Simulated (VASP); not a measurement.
# Cu (Fm-3m) in VASP: notebook, part 2 of 2

VASP 6.6.1. The steps go on from the part before.

## Step 4: Single point, PBE

This run uses another cell than the first one, of 11.57 Å³/atom, 1.078 times its volume.

The input, INCAR:

```
SYSTEM = Cu
ALGO = Normal ; EDIFF = 1E-6
ENCUT = 520 ; GGA = PE
ISIF = 2 ; ISMEAR = 0
LASPH = .True. ; LCHARG = .True.
LELF = .True. ; LREAL = .False.
LVHAR = .True. ; LWAVE = .False.
NBANDS = 12 ; NELM = 80
PREC = Accurate ; SIGMA = 0.1
```

The input, KPOINTS:

```
k-points
0
Gamma
  20 20 20
  0 0 0
```

The input, POSCAR:

```
Cu
1.0
    0.0000000000      1.7949912977      1.7949912977
    1.7949912977      0.0000000000      1.7949912977
    1.7949912977      1.7949912977      0.0000000000
Cu
1
Direct
    0.0000000000      0.0000000000      0.0000000000
```

Potentials or basis: VASP PAW PBE potentials, release 64 (Cu).

Launch:

```console
cat potpaw_PBE.64/Cu/POTCAR > POTCAR
mpirun -np 1 vasp_std > vasp.out
```

OUTCAR:

```text
SYSTEM = Cu
   EDIFF = 1E-6
   ENCUT = 520
   GGA = PE
   ISIF = 2
   ISMEAR = 0
   LASPH = .True.
   LREAL = .False.
   NELM = 80
   PREC = Accurate

 ion  position               nearest neighbor table
   1  0.000  0.000  0.000-

  LATTYP: Found a face centered cubic cell.
 ALAT       =     3.5899825954

  Lattice vectors:

 A1 = (   0.0000000000,   1.7949912977,   1.7949912977)
 A2 = (   1.7949912977,   0.0000000000,   1.7949912977)
 A3 = (   1.7949912977,   1.7949912977,   0.0000000000)

Analysis of symmetry for initial positions (statically):
=====================================================================
 Subroutine PRICEL returns:
 Original cell was already a primitive cell.

 Routine SETGRP: Setting up the symmetry group for a
 face centered cubic supercell.

 Subroutine GETGRP returns: Found 48 space group operations
 (whereof 48 operations were pure point group operations)
 out of a pool of 48 trial point group operations.

The static configuration has the point symmetry O_h .

Analysis of symmetry for dynamics (positions and initial velocities):
=====================================================================
 Subroutine PRICEL returns:
 Original cell was already a primitive cell.

 Routine SETGRP: Setting up the symmetry group for a
 face centered cubic supercell.

 Subroutine GETGRP returns: Found 48 space group operations
 (whereof 48 operations were pure point group operations)
 out of a pool of 48 trial point group operations.

The dynamic configuration has the point symmetry O_h .

 Subroutine INISYM returns: Found 48 space group operations
 (whereof 48 operations are pure point group operations),
 and found     1 'primitive' translations

----------------------------------------------------------------------------------------

                                     Primitive cell
[... 108 lines left out ...]
     AMIX     =   0.40;   BMIX     =  1.00
     AMIX_MAG =   1.60;   BMIX_MAG =  1.00
  volume/ion in A,a.u.               =      11.57        78.06
  Fermi-wavevector in a.u.,A,eV,Ry     =   1.609904  3.042278 35.263467  2.591792
  Thomas-Fermi vector in A             =   2.705540
   LORBIT       =      0    0 simple, 1 ext, 2 COOP (PROOUT), +10 PAW based schemes
   GGA     = PE    functional components
   LHFCALC =     F    Hartree Fock is set to
   AEXX    =    0.0000 exact exchange contribution
   IVDW    =     0    specifies the selected vdW correction
   LEPSILON=     F    determine dielectric tensor
   LRPA    =     F    only Hartree local field effects (RPA)
 non-spin polarized calculation
 Gauss-broadening in eV      SIGMA  =   0.10
  energy-cutoff  :      520.00
  volume of cell :       11.57
 maximum number of plane-waves:       331
   NGX =  9   NGY =  9   NGZ =  9

 number of electron      11.0000009 magnetization

 Free energy of the ion-electron system (eV)
  ---------------------------------------------------
  ext. energy  EPLUGINS =         0.00000000
  ---------------------------------------------------
  free energy    TOTEN  =        -3.72194770 eV

  energy without entropy =       -3.72066210  energy(sigma->0) =       -3.72130490

 E-fermi :   7.8215     XC(G=0): -12.8471

 val. band max:        7.8151074893   @ k =   0.5000   0.2500   0.1000
 cond. band min:       7.8840033508   @ k =   0.5000   0.3500   0.1500
 fundamental gap:      0.0688958615
 Fermi energy:         7.8215001265

 k-point     1 :       0.0000    0.0000    0.0000
  band No.  band energies     occupation
      1      -1.6644      2.00000
      2       4.7562      2.00000
      3       4.7562      2.00000
      4       4.7562      2.00000
      5       5.6054      2.00000
      6       5.6054      2.00000
      7      30.6074      0.00000
      8      33.4146      0.00000
      9      33.4146      0.00000
     10      33.4146      0.00000
     11      35.9252      0.00000
     12      35.9252      0.00000
[... 331 lines left out ...]
 k-point    24 :      -0.3500    0.0500    0.0000
  band No.  band energies     occupation
      1       2.1912      2.00000
      2       4.7825      2.00000
      3       4.8237      2.00000
      4       4.9523      2.00000
      5       5.9307      2.00000
      6       6.2202      2.00000
      7      15.2525      0.00000
      8      27.8797      0.00000
      9      30.2606      0.00000
     10      31.3578      0.00000
     11      33.6128      0.00000
     12      35.3885      0.00000

 [... further k-points ...]
[... 5 lines left out ...]
  --------------------------------------------------------------------------------------
  -------------------------------------------------------------------------------------
  Total        0.4040726      0.4040726      0.4040726      0.0000000      0.0000000      0.0000000
  in kB       55.9696989     55.9696989     55.9696989      0.0000000      0.0000000      0.0000000
  external PRESSURE =      55.9696989 kB  Pullay stress =       0.0000000 kB

 VOLUME and BASIS-vectors are now :
 -----------------------------------------------------------------------------
  energy-cutoff  :      520.00
  volume of cell :       11.57
      direct lattice vectors                 reciprocal lattice vectors
     0.000000000  1.794991298  1.794991298    -0.278552882  0.278552882  0.278552882
     1.794991298  0.000000000  1.794991298     0.278552882 -0.278552882  0.278552882
     1.794991298  1.794991298  0.000000000     0.278552882  0.278552882 -0.278552882

 POSITION                                       TOTAL-FORCE (eV/Angst)
 -----------------------------------------------------------------------------------
      0.00000      0.00000      0.00000         0.000000      0.000000      0.000000
 -----------------------------------------------------------------------------------
    total drift:                               -0.000000     -0.000000     -0.000000

  FREE ENERGIE OF THE ION-ELECTRON SYSTEM (eV)
  ---------------------------------------------------
  free  energy   TOTEN  =        -3.7219477025 eV

  energy  without entropy=       -3.7206620984  energy(sigma->0) =       -3.72130490
```

OSZICAR:

```text
N       E                     dE             d eps       ncg     rms          rms(c)
DAV:   1     0.426152201545E+02    0.42615E+02   -0.54071E+03  6780   0.153E+03
DAV:   2    -0.333090767641E+01   -0.45946E+02   -0.42474E+02  6328   0.207E+02
DAV:   3    -0.462528796569E+01   -0.12944E+01   -0.12838E+01  7228   0.395E+01
DAV:   4    -0.463319742453E+01   -0.79095E-02   -0.79083E-02  6896   0.272E+00
DAV:   5    -0.463327072532E+01   -0.73301E-04   -0.73301E-04  7388   0.267E-01    0.770E+00
DAV:   6    -0.408585057274E+01    0.54742E+00   -0.14206E+01  7332   0.717E+01    0.380E+00
DAV:   7    -0.373524503186E+01    0.35061E+00   -0.22013E+00  7332   0.281E+01    0.609E-01
DAV:   8    -0.372331426117E+01    0.11931E-01   -0.43114E-03  6952   0.826E-01    0.279E-01
DAV:   9    -0.372194530065E+01    0.13690E-02   -0.82663E-03  7744   0.158E+00    0.282E-02
DAV:  10    -0.372194870347E+01   -0.34028E-05   -0.35823E-05  8976   0.959E-02    0.774E-03
DAV:  11    -0.372194762202E+01    0.10815E-05   -0.67079E-07  5100   0.152E-02    0.261E-04
DAV:  12    -0.372194770255E+01   -0.80530E-07   -0.67955E-08  3704   0.290E-03
   1 F= -.37219477E+01 E0= -.37213049E+01  d E =-.128560E-02
```

It took 48 s on 1 thread of AMD EPYC 7R43 (Zen 3), shared host; peak memory 0.11 GiB.

Results:

| Property | Result |
| --- | --- |
| Free energy | -3.7219 eV |
| Pressure | 5.6 GPa |

Levels at points of the mesh, in eV from the Fermi level:
| k point | band 2 | band 3 | band 4 | band 5 | band 6 | band 7 | band 8 | band 9 | band 10 | band 11 |
| --- | --- | --- | --- | --- | --- | --- | --- | --- | --- | --- |
| (0.00, 0.00, 0.00) | -3.07 | -3.07 | -3.07 | -2.22 | -2.22 | 22.79 | 25.59 | 25.59 | 25.59 | 28.10 |
| (0.50, 0.00, 0.00) | -3.10 | -3.10 | -1.63 | -1.63 | -1.04 | 3.89 | 21.27 | 22.42 | 22.42 | 25.40 |
| (0.50, 0.50, 0.00) | -4.50 | -1.65 | -1.48 | -1.48 | 1.51 | 7.29 | 13.27 | 13.27 | 17.82 | 20.63 |

## Step 5: Single point, PBE

This run uses another cell than the first one, of 11.79 Å³/atom, 1.099 times its volume.

The input, INCAR:

```
SYSTEM = Cu
  ALGO = Fast
  EDIFF = 1E-6
  ENCUT = 520
  GGA = PE
  ISIF = 2
  ISMEAR = 0
  LASPH = .True.
  LCHARG = .True.
  LELF = .True.
  LREAL = .False.
  LVHAR = .True.
  LWAVE = .False.
  NBANDS = 12
  NELM = 80
  PREC = Accurate
  SIGMA = 0.1
```

KPOINTS is that of step 4.

The input, POSCAR:

```
Cu
1.0
    0.0000000000      1.8066228686      1.8066228686
    1.8066228686      0.0000000000      1.8066228686
    1.8066228686      1.8066228686      0.0000000000
Cu
1
Direct
    0.0000000000      0.0000000000      0.0000000000
```

Launch:

```console
cat potpaw_PBE.64/Cu/POTCAR > POTCAR
mpirun -np 1 vasp_std > vasp.out
```

Wall time 51 s (1 thread of AMD EPYC 7R43 (Zen 3), shared host); peak memory 0.11 GiB.

It converged, with:

```yaml
Free_energy: -3.7278 eV
Pressure: 2.4 GPa
```

Levels at points of the mesh, in eV from the Fermi level:
```csv
k point,band 3,band 4,band 5,band 6,band 7,band 8,band 9,band 10
"(0.00, 0.00, 0.00)",-3.00,-3.00,-2.18,-2.18,22.63,25.29,25.29,25.29
"(0.50, 0.00, 0.00)",-3.04,-1.61,-1.61,-0.98,3.79,21.12,22.12,22.12
"(0.50, 0.50, 0.00)",-1.63,-1.47,-1.47,1.52,7.15,13.12,13.12,17.62
```

## Step 6: Single point, PBE

This run uses another cell than the first one, of 11.96 Å³/atom, 1.114 times its volume.

The input, INCAR:

```
SYSTEM = Cu
PREC = Accurate
ENCUT = 520
EDIFF = 1E-7
ISMEAR = 0
SIGMA = 0.1
LREAL = .False.
LASPH = .True.
NELM = 100
ALGO = Normal
ISIF = 2
LWAVE = .False.
LCHARG = .True.
GGA = PE
LELF = .True.
LVHAR = .True.
NBANDS = 12
```

The input, KPOINTS:

```
Automatic mesh
0
Gamma
  20 20 20
  0 0 0
```

The input, POSCAR:

```
Cu
1.0
    0.0000000000      1.8149014051      1.8149014051
    1.8149014051      0.0000000000      1.8149014051
    1.8149014051      1.8149014051      0.0000000000
Cu
1
Direct
    0.0000000000      0.0000000000      0.0000000000
```

Potentials or basis: VASP PAW PBE potentials, release 64 (Cu).

Launch:

```console
cat potpaw_PBE.64/Cu/POTCAR > POTCAR
mpirun -np 1 vasp_std > vasp.out
```

OUTCAR:

```text
SYSTEM = Cu
   PREC = Accurate
   ENCUT = 520
   EDIFF = 1E-7
   ISMEAR = 0
   LREAL = .False.
   LASPH = .True.
   NELM = 100
   ISIF = 2
   GGA = PE

 ion  position               nearest neighbor table
   1  0.000  0.000  0.000-

  LATTYP: Found a face centered cubic cell.
 ALAT       =     3.6298028102

  Lattice vectors:

 A1 = (   0.0000000000,   1.8149014051,   1.8149014051)
 A2 = (   1.8149014051,   0.0000000000,   1.8149014051)
 A3 = (   1.8149014051,   1.8149014051,   0.0000000000)

Analysis of symmetry for initial positions (statically):
=====================================================================
 Subroutine PRICEL returns:
 Original cell was already a primitive cell.

 Routine SETGRP: Setting up the symmetry group for a
 face centered cubic supercell.

 Subroutine GETGRP returns: Found 48 space group operations
 (whereof 48 operations were pure point group operations)
 out of a pool of 48 trial point group operations.

The static configuration has the point symmetry O_h .

Analysis of symmetry for dynamics (positions and initial velocities):
=====================================================================
 Subroutine PRICEL returns:
 Original cell was already a primitive cell.

 Routine SETGRP: Setting up the symmetry group for a
 face centered cubic supercell.

 Subroutine GETGRP returns: Found 48 space group operations
 (whereof 48 operations were pure point group operations)
 out of a pool of 48 trial point group operations.

The dynamic configuration has the point symmetry O_h .

 Subroutine INISYM returns: Found 48 space group operations
 (whereof 48 operations are pure point group operations),
 and found     1 'primitive' translations

----------------------------------------------------------------------------------------

                                     Primitive cell

  volume of cell :      11.9561

[... 107 lines left out ...]
  volume/ion in A,a.u.               =      11.96        80.68
  Fermi-wavevector in a.u.,A,eV,Ry     =   1.592243  3.008903 34.494005  2.535238
  Thomas-Fermi vector in A             =   2.690658
   LORBIT       =      0    0 simple, 1 ext, 2 COOP (PROOUT), +10 PAW based schemes
   GGA     = PE    functional components
   LHFCALC =     F    Hartree Fock is set to
   AEXX    =    0.0000 exact exchange contribution
   IVDW    =     0    specifies the selected vdW correction
   LEPSILON=     F    determine dielectric tensor
   LRPA    =     F    only Hartree local field effects (RPA)
 non-spin polarized calculation
 Gauss-broadening in eV      SIGMA  =   0.10
  energy-cutoff  :      520.00
  volume of cell :       11.96
 maximum number of plane-waves:       332
   NGX =  9   NGY =  9   NGZ =  9

 number of electron      10.9999997 magnetization

 Free energy of the ion-electron system (eV)
  ---------------------------------------------------
  ext. energy  EPLUGINS =         0.00000000
  ---------------------------------------------------
  free energy    TOTEN  =        -3.72940409 eV

  energy without entropy =       -3.72807053  energy(sigma->0) =       -3.72873731

 E-fermi :   7.4081     XC(G=0): -12.6546

 val. band max:        7.3892559599   @ k =   0.5000   0.2500   0.1000
 cond. band min:       7.4550074295   @ k =   0.5000   0.3500   0.1500
 fundamental gap:      0.0657514696
 Fermi energy:         7.4080907168

 k-point     1 :       0.0000    0.0000    0.0000
  band No.  band energies     occupation
      1      -1.8237      2.00000
      2       4.4465      2.00000
      3       4.4465      2.00000
      4       4.4465      2.00000
      5       5.2530      2.00000
      6       5.2530      2.00000
      7      29.9304      0.00000
      8      32.4797      0.00000
      9      32.4798      0.00000
     10      32.4798      0.00000
     11      34.9626      0.00000
     12      34.9626      0.00000
[... 331 lines left out ...]
 k-point    24 :      -0.3500    0.0500    0.0000
  band No.  band energies     occupation
      1       1.9653      2.00000
      2       4.4725      2.00000
      3       4.5116      2.00000
      4       4.6475      2.00000
      5       5.5629      2.00000
      6       5.8416      2.00000
      7      14.6437      0.00000
      8      27.0871      0.00000
      9      29.4841      0.00000
     10      30.3936      0.00000
     11      32.7251      0.00000
     12      34.4461      0.00000

 [... further k-points ...]
[... 5 lines left out ...]
  --------------------------------------------------------------------------------------
  -------------------------------------------------------------------------------------
  Total        0.0396964      0.0396964      0.0396964      0.0000000      0.0000000      0.0000000
  in kB        5.3195189      5.3195189      5.3195189      0.0000000      0.0000000      0.0000000
  external PRESSURE =       5.3195189 kB  Pullay stress =       0.0000000 kB

 VOLUME and BASIS-vectors are now :
 -----------------------------------------------------------------------------
  energy-cutoff  :      520.00
  volume of cell :       11.96
      direct lattice vectors                 reciprocal lattice vectors
     0.000000000  1.814901405  1.814901405    -0.275497059  0.275497059  0.275497059
     1.814901405  0.000000000  1.814901405     0.275497059 -0.275497059  0.275497059
     1.814901405  1.814901405  0.000000000     0.275497059  0.275497059 -0.275497059

 POSITION                                       TOTAL-FORCE (eV/Angst)
 -----------------------------------------------------------------------------------
      0.00000      0.00000      0.00000         0.000000      0.000000      0.000000
 -----------------------------------------------------------------------------------
    total drift:                               -0.000000     -0.000000     -0.000000

  FREE ENERGIE OF THE ION-ELECTRON SYSTEM (eV)
  ---------------------------------------------------
  free  energy   TOTEN  =        -3.7294040871 eV

  energy  without entropy=       -3.7280705350  energy(sigma->0) =       -3.72873731
```

OSZICAR:

```text
N       E                     dE             d eps       ncg     rms          rms(c)
DAV:   1     0.420393747945E+02    0.42039E+02   -0.54087E+03  6868   0.153E+03
DAV:   2    -0.336138346642E+01   -0.45401E+02   -0.42116E+02  6360   0.202E+02
DAV:   3    -0.461863491341E+01   -0.12573E+01   -0.12502E+01  7236   0.386E+01
DAV:   4    -0.462658970505E+01   -0.79548E-02   -0.79533E-02  6948   0.274E+00
DAV:   5    -0.462666670574E+01   -0.77001E-04   -0.77000E-04  7336   0.275E-01    0.765E+00
DAV:   6    -0.411789943518E+01    0.50877E+00   -0.14636E+01  7332   0.721E+01    0.398E+00
DAV:   7    -0.374151835087E+01    0.37638E+00   -0.23329E+00  7312   0.288E+01    0.569E-01
DAV:   8    -0.373103692006E+01    0.10481E-01   -0.45146E-03  7192   0.102E+00    0.306E-01
DAV:   9    -0.372940424738E+01    0.16327E-02   -0.10192E-02  7592   0.175E+00    0.310E-02
DAV:  10    -0.372940475687E+01   -0.50950E-06   -0.48447E-05  9192   0.117E-01    0.704E-03
DAV:  11    -0.372940406160E+01    0.69527E-06   -0.47165E-07  7476   0.102E-02    0.408E-04
DAV:  12    -0.372940408712E+01   -0.25520E-07   -0.17519E-08  4300   0.196E-03
   1 F= -.37294041E+01 E0= -.37287373E+01  d E =-.133355E-02
```

stdout:

```text
POSCAR found type information on POSCAR Cu
 POSCAR found :  1 types and       1 ions
 scaLAPACK will be used
 LDA part: xc-table for (Slater+PW92), standard interpolation
 POSCAR, INCAR and KPOINTS ok, starting setup
 FFT: planning ... GRIDC
 FFT: planning ... GRID_SOFT
 FFT: planning ... GRID
 WAVECAR not read
 entering main loop
```

It took 50 s on 1 thread of AMD EPYC 7R43 (Zen 3), shared host; peak memory 0.11 GiB.

Results:

```
Free energy : -3.7294 eV
Pressure    : 0.5 GPa
```

Levels at points of the mesh, in eV from the Fermi level:
```
           k point  band 3  band 4  band 5  band 6  band 7  band 8  band 9  band 10
(0.00, 0.00, 0.00)   -2.96   -2.96   -2.16   -2.16   22.52   25.07   25.07    25.07
(0.50, 0.00, 0.00)   -2.99   -1.60   -1.60   -0.94    3.72   21.02   21.91    21.91
(0.50, 0.50, 0.00)   -1.62   -1.46   -1.46    1.53    7.06   13.01   13.01    17.48
```

## Step 7: Overview

```csv
cell,gap on the mesh (eV),pressure (GPa)
"a = 2.476 Å, angles 60.0°, 1 atom",none,20.5
"a = 2.515 Å, angles 60.0°, 1 atom",none,10.5
"a = 2.539 Å, angles 60.0°, 1 atom",none,5.6
"a = 2.555 Å, angles 60.0°, 1 atom",none,2.4
"a = 2.567 Å, angles 60.0°, 1 atom",none,0.5
```

Alike in all rows: task single point; level PBE; potentials or basis VASP PAW PBE potentials, release 64 (Cu); no spin polarisation; k mesh 20 × 20 × 20; cutoff (eV) 520; smearing gaussian 0.1 eV.

Absolute energies hang on the potentials; compare differences alone.
